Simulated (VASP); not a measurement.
# Ge (P6_3/mmc) in VASP: further runs

The runs below take Ge through relaxation of cell and atoms, with PBEsol.

Program: VASP 6.6.1. These are calculated values, not measurements. Logs are shortened: lines on timing, memory, paths and dates and some standing lists are left out, and cuts for length are marked.

## 1. The cell of the first run

The structure is hexagonal, space group P6_3/mmc (No. 194). Conventional cell: a = 2.494 Å, b = 2.494 Å, c = 4.071 Å, α = 90.00°, β = 90.00°, γ = 120.00°. Ge (site symmetry -6m2) has 12 Ge at 2.49 Å within 3.3 Å.

This isn't the form of Ge at room conditions, which is diamond.

## 2. Relaxation of cell and atoms, PBEsol, target pressure 120 GPa, at which the enthalpy is minimised

Contents of INCAR:

```
SYSTEM = Ge
  ALGO = Normal
  EDIFF = 1E-6
  EDIFFG = -0.005
  ENCUT = 600
  GGA = PS
  IBRION = 2
  ISIF = 3
  ISMEAR = -1
  LASPH = .True.
  LCHARG = .False.
  LREAL = .False.
  LWAVE = .False.
  NELM = 60
  NSW = 32
  PREC = Accurate
  PSTRESS = 1200.0
  SIGMA = 0.08
```

Contents of KPOINTS:

```
k-points
0
Gamma
  17 17 9
  0 0 0
```

Contents of POSCAR:

```
Ge
1.0
    2.4939841776      0.0000000000      0.0000000000
   -1.2469920888      2.1598536545      0.0000000000
    0.0000000000      0.0000000000      4.0707585444
Ge
2
Direct
    0.3333333333      0.6666666667      0.2500000000
    0.6666666667      0.3333333333      0.7500000000
```

Potentials or basis: VASP PAW PBE potentials, release 64 (Ge_d).

Run with:

```sh
> cat potpaw_PBE.64/Ge_d/POTCAR > POTCAR
> mpirun -np 1 vasp_std > vasp.out
```

OUTCAR:

```text
SYSTEM = Ge
   EDIFF = 1E-6
   EDIFFG = -0.005
   ENCUT = 600
   GGA = PS
   IBRION = 2
   ISIF = 3
   ISMEAR = -1
   LASPH = .True.
   LREAL = .False.
   NELM = 60
   NSW = 32
   PREC = Accurate
   PSTRESS = 1200.0

 ion  position               nearest neighbor table
   1  0.333  0.667  0.250-   2 2.49   2 2.49   2 2.49   2 2.49   2 2.49   2 2.49
   2  0.667  0.333  0.750-   1 2.49   1 2.49   1 2.49   1 2.49   1 2.49   1 2.49

  LATTYP: Found a hexagonal cell.
 ALAT       =     2.4939841776
 C/A-ratio  =     1.6322311027

  Lattice vectors:

 A1 = (   2.4939841776,   0.0000000000,   0.0000000000)
 A2 = (  -1.2469920888,   2.1598536545,   0.0000000000)
 A3 = (   0.0000000000,   0.0000000000,   4.0707585444)

Analysis of symmetry for initial positions (statically):
=====================================================================
 Subroutine PRICEL returns:
 Original cell was already a primitive cell.

 Routine SETGRP: Setting up the symmetry group for a
 hexagonal supercell.

 Subroutine GETGRP returns: Found 24 space group operations
 (whereof 12 operations were pure point group operations)
 out of a pool of 24 trial point group operations.

The static configuration has the point symmetry D_3d.
 The point group associated with its full space group is D_6h.

Analysis of symmetry for dynamics (positions and initial velocities):
=====================================================================
 Subroutine PRICEL returns:
 Original cell was already a primitive cell.

 Routine SETGRP: Setting up the symmetry group for a
 hexagonal supercell.

 Subroutine GETGRP returns: Found 24 space group operations
 (whereof 12 operations were pure point group operations)
 out of a pool of 24 trial point group operations.

The dynamic configuration has the point symmetry D_3d.
 The point group associated with its full space group is D_6h.

 Subroutine INISYM returns: Found 24 space group operations
 (whereof 12 operations are pure point group operations),
 and found     1 'primitive' translations

----------------------------------------------------------------------------------------

                                     Primitive cell

  volume of cell :      21.9277

[... 92 lines left out ...]
   IBRION =      2    ionic relax: 0-MD 1-quasi-New 2-CG
   NFREE  =      1    steps in history (QN), initial steepest desc. (CG)
   ISIF   =      3    stress and relaxation
   ISYM   =      2    0-nonsym 1-usesym 2-fastsym
   POTIM  = 0.5000    time-step for ionic-motion
   TEBEG  =    0.0;   TEEND  =   0.0 temperature during run
   PSTRESS= 1200.0 pullay stress
   NELECT =      28.0000    total number of electrons
   NUPDOWN=      -1.0000    fix difference up-down
   EMIN   =  10.00;   EMAX   =-10.00  energy-range for DOS
   EFERMI =   0.00;   METHOD = LEGACY
   ISMEAR =    -1;   SIGMA  =   0.08  broadening in eV -4-tet -1-fermi 0-gaus
   EFERMI_NEDOS =   21; number of points for ismear=-14 and -15
   IALGO  =     38    algorithm
   IMIX   =      4    mixing-type and parameters
     AMIX     =   0.40;   BMIX     =  1.00
     AMIX_MAG =   1.60;   BMIX_MAG =  1.00
  volume/ion in A,a.u.               =      10.96        73.99
  Fermi-wavevector in a.u.,A,eV,Ry     =   1.776082  3.356309 42.919141  3.154468
  Thomas-Fermi vector in A             =   2.841747
   LORBIT       =      0    0 simple, 1 ext, 2 COOP (PROOUT), +10 PAW based schemes
   GGA     = PS    functional components
   LHFCALC =     F    Hartree Fock is set to
   AEXX    =    0.0000 exact exchange contribution
   IVDW    =     0    specifies the selected vdW correction
   LEPSILON=     F    determine dielectric tensor
   LRPA    =     F    only Hartree local field effects (RPA)
 conjugate gradient relaxation of ions
 non-spin polarized calculation
  energy-cutoff  :      600.00
  volume of cell :       21.93
 maximum number of plane-waves:       760
 NGX is ok and might be reduce to    20
   NGX =  9   NGY =  9   NGZ = 17

--------------------------------------- Ionic step        1  -------------------------------------------

 number of electron      27.9999991 magnetization

 Free energy of the ion-electron system (eV)
  ---------------------------------------------------
  ext. energy  EPLUGINS =         0.00000000
  ---------------------------------------------------
  free energy    TOTEN  =        -5.85334481 eV

  energy without entropy =       -5.84319098  energy(sigma->0) =       -5.84826789

------------------------ aborting loop because EDIFF is reached ----------------------------------------

  FORCE on cell =-STRESS in cart. coord.  units (eV):
  Direction    XX          YY          ZZ          XY          YZ          ZX
  --------------------------------------------------------------------------------------
  -------------------------------------------------------------------------------------
  Total       16.5111731     16.5111731     16.5117068      0.0000000      0.0000000      0.0000000
  in kB     1206.4106190   1206.4106190   1206.4496084      0.0000000      0.0000000      0.0000000
  external PRESSURE =       6.4236155 kB  Pullay stress =    1200.0000000 kB
[... 63 lines left out ...]
--------------------------------------- Ionic step        3  -------------------------------------------

 number of electron      27.9999991 magnetization

 Free energy of the ion-electron system (eV)
  ---------------------------------------------------
  ext. energy  EPLUGINS =         0.00000000
  ---------------------------------------------------
  free energy    TOTEN  =        -5.87690632 eV

  energy without entropy =       -5.86672536  energy(sigma->0) =       -5.87181584

 E-fermi :  14.4540     XC(G=0): -14.4738

 val. band max:       14.4412133979   @ k =   0.1765   0.1765   0.1111
 cond. band min:      14.4605691244   @ k =   0.4118   0.1176   0.0000
 fundamental gap:      0.0193557264
 Fermi energy:        14.4540348373

 k-point     1 :       0.0000    0.0000    0.0000
  band No.  band energies     occupation
      1     -11.3413      2.00000
      2     -11.1930      2.00000
      3     -11.1604      2.00000
      4     -11.1604      2.00000
      5     -11.1160      2.00000
      6     -11.1160      2.00000
[... 481 lines left out ...]
      5     -11.0630      2.00000
      6     -11.0024      2.00000
[... 10 lines left out ...]
     17      22.5449      0.00000
     18      22.5992      0.00000

 [... further k-points ...]

------------------------ aborting loop because EDIFF is reached ----------------------------------------

  FORCE on cell =-STRESS in cart. coord.  units (eV):
  Direction    XX          YY          ZZ          XY          YZ          ZX
  --------------------------------------------------------------------------------------
  -------------------------------------------------------------------------------------
  Total       16.4513522     16.4513522     16.4519869      0.0000000      0.0000000      0.0000000
  in kB     1200.3231163   1200.3231164   1200.3694248      0.0000000      0.0000000      0.0000000
  external PRESSURE =       0.3385525 kB  Pullay stress =    1200.0000000 kB
[... 21 lines left out ...]
  energy  without entropy=       -5.8667253615  energy(sigma->0) =       -5.87181584

  enthalpy is  TOTEN    =        10.5700172928 eV   P V=       16.4469236103

 reached required accuracy - stopping structural energy minimisation
```

Wall time 51 s (1 thread of Intel Xeon 6975P-C (Granite Rapids), shared host); peak memory 0.19 GiB.

What came out:

```yaml
Free_energy: -5.8769 eV
Relaxed_volume: 10.98 Å³/atom
Relaxed_cell: a = 2.495 Å, b = 2.495 Å, c = 4.073 Å, α = 90.00°, β = 90.00°, γ = 120.00°
Space_group_after_relaxing_to_0.1_Å: P6_3/mmc (No. 194)
Energy_change_on_relaxing_the_run_minimises_the_enthalpy: -11.8 meV/atom
Ionic_steps: 3
Pressure_after_relaxing: 120.0 GPa
Band_gap_on_the_k_mesh: zero (bands 14 and 15 overlap by 15.82 eV)
```

The path:
```csv
step,energy change (eV),largest force (eV/Å),pressure (GPa),volume (Å³)
1,0.0000,0.0000,120.64,21.93
2,-0.1040,0.0000,117.53,22.07
3,-0.0236,0.0000,120.03,21.96
```

Final structure:
```xyz
2
Lattice="2.4952 0.0000 0.0000 -1.2476 2.1609 0.0000 0.0000 0.0000 4.0727" Properties=species:S:1:pos:R:3 pbc="T T T"
Ge    0.0000    1.4406    1.0182
Ge    1.2476    0.7203    3.0545
```

Caveat: the cell is relaxed towards a set pressure, so the run minimises the enthalpy, not the energy; the PAW data sets were made with another functional, which shifts forces and pressure a little.

## 3. Relaxation of cell and atoms, PBEsol, target pressure 120 GPa, at which the enthalpy is minimised

This run uses another cell than the first one, of 11.00 Å³/atom.

Contents of INCAR:

```
SYSTEM = Ge
PREC     = Accurate       ! precision mode
ENCUT    = 600            ! plane-wave cutoff, eV
EDIFF    = 1E-7           ! SCF threshold, eV
ISMEAR   = -1             ! smearing method
SIGMA    = 0.08           ! smearing width, eV
LREAL    = .FALSE.        ! projectors in reciprocal space
LASPH    = .TRUE.         ! aspherical terms in the spheres
NELM     = 100            ! most SCF steps
ALGO     = Normal         ! electronic algorithm
ISIF     = 3              ! what is computed and relaxed
LWAVE    = .FALSE.        ! write WAVECAR
LCHARG   = .FALSE.        ! write CHGCAR
GGA      = PS             ! functional
IBRION   = 2              ! ionic algorithm
NSW      = 60             ! ionic steps
EDIFFG   = -0.005         ! ionic threshold
PSTRESS  = 1200.0
```

Contents of KPOINTS:

```
regular mesh
0
G
  17 17 9
  0 0 0
```

Contents of POSCAR:

```
Ge
1.0
    2.5026334823      0.0000000000      0.0000000000
   -1.2513167411      2.1673441720      0.0000000000
    0.0000000000      0.0000000000      4.0542662413
Ge
2
Direct
    0.3333333333      0.6666666667      0.2500000000
    0.6666666667      0.3333333333      0.7500000000
```

Potentials or basis: VASP PAW PBE potentials, release 64 (Ge_d).

Run with:

```sh
> cat potpaw_PBE.64/Ge_d/POTCAR > POTCAR
> mpirun -np 1 vasp_std > vasp.out
```

Run time: 79 s. Hardware: 1 thread of Intel Xeon 6975P-C (Granite Rapids), shared host; peak memory 0.19 GiB.

Results (log left out):

| Quantity | Value |
| --- | --- |
| Free energy | -5.8774 eV |
| Relaxed volume | 10.98 Å³/atom |
| Relaxed cell | a = 2.495 Å, b = 2.495 Å, c = 4.073 Å, α = 90.00°, β = 90.00°, γ = 120.00° |
| Space group after relaxing (to 0.1 Å) | P6_3/mmc (No. 194) |
| Energy change on relaxing (the run minimises the enthalpy) | +10.8 meV/atom |
| Ionic steps | 5 |
| Pressure after relaxing | 120.0 GPa |
| Band gap on the k mesh | zero (bands 14 and 15 overlap by 15.82 eV) |

The path:
```csv
step,energy change (eV),largest force (eV/Å),pressure (GPa),volume (Å³)
1,0.0000,0.0000,119.20,21.99
2,0.1319,0.0000,123.35,21.82
3,0.0550,0.0000,121.02,21.92
4,-0.0604,0.0000,117.47,22.07
5,0.0216,0.0000,119.97,21.96
```

Final structure:
```
CELL_PARAMETERS angstrom
2.49514 0.00000 0.00000
-1.24757 2.16085 0.00000
0.00000 0.00000 4.07292
ATOMIC_POSITIONS crystal
Ge 0.33333 0.66667 0.25000
Ge 0.66667 0.33333 0.75000
```

Levels at points of the mesh, in eV from the Fermi level:
| k point | band 12 | band 13 | band 14 | band 15 | band 16 | band 17 |
| --- | --- | --- | --- | --- | --- | --- |
| (0.00, 0.00, 0.00) | -9.98 | -9.62 | 11.01 | 11.01 | 13.57 | 13.57 |

Caveat: the cell is relaxed towards a set pressure, so the run minimises the enthalpy, not the energy; the PAW data sets were made with another functional, which shifts forces and pressure a little.
